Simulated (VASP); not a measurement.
Write the native input for VASP 6.6.1 that does the following.

```
Task                   : relaxation of cell and atoms
Functional             : PBE
Potentials or basis    : VASP PAW PBE potentials, release 64 (Ca_sv, Y_sv)
Cutoff                 : 600 eV
k mesh                 : 6 × 6 × 6
Occupations            : gaussian, width 0.1 eV
Spin                   : no spin polarisation
Dipole correction      : no
Further INCAR settings : ALGO = Normal; EDIFF = 1e-06; IBRION = 2; EDIFFG = -0.04; NSW = 90; ISIF = 3
```

The structure of Ca2Y lies in POSCAR:

```
Ca2Y
1.0
    2.0182390679      1.1652308692      6.0955982767
   -2.0182390679      1.1652308692      6.0955982767
    0.0000000000     -2.3304617383      6.0955982767
Ca Y
2 1
Direct
    0.7500000000      0.7500000000      0.7500000000
    0.2500000000      0.2500000000      0.2500000000
    0.0000000000      0.0000000000      0.0000000000
```

One way to write it, as run:

INCAR

```
SYSTEM = Ca2Y
PREC = Accurate ; ENCUT = 600
EDIFF = 1E-6 ; ISMEAR = 0
SIGMA = 0.1 ; LREAL = .FALSE.
LASPH = .TRUE. ; NELM = 100
ALGO = Normal ; ISIF = 3
LWAVE = .FALSE. ; LCHARG = .FALSE.
GGA = PE ; IBRION = 2
NSW = 90 ; EDIFFG = -0.04
```

KPOINTS

```
Automatic mesh
0
G
  6 6 6
  0 0 0
```

Potentials or basis: VASP PAW PBE potentials, release 64 (Ca_sv, Y_sv).

Launch:

```sh
$ cat potpaw_PBE.64/Ca_sv/POTCAR potpaw_PBE.64/Y_sv/POTCAR > POTCAR
$ mpirun -np 1 vasp_std > vasp.out
```

It gave:

```json
{
  "Relaxed volume": "38.00 Å³/atom",
  "Relaxed cell": "a = 9.657 Å, b = 9.657 Å, c = 9.657 Å, α = 22.33°, β = 22.33°, γ = 22.33°",
  "Space group after relaxing (to 0.1 Å)": "R-3m (No. 166)",
  "Energy gained by relaxing": "1160.5 meV/atom",
  "Ionic steps": "15",
  "Pressure after relaxing": "0.0 GPa",
  "Largest force after relaxing": "0.003 eV/Å",
  "Band gap on the k mesh": "zero (an odd number of electrons rules out a gap without spin polarisation)"
}
```

Caveat: the volume moved by over 15 % at a fixed basis, so the end points are rough.

Run time: 31 min on 1 thread of AMD EPYC 7R13 Processor (Zen 3), with other jobs on the host, peak memory 0.47 GiB.
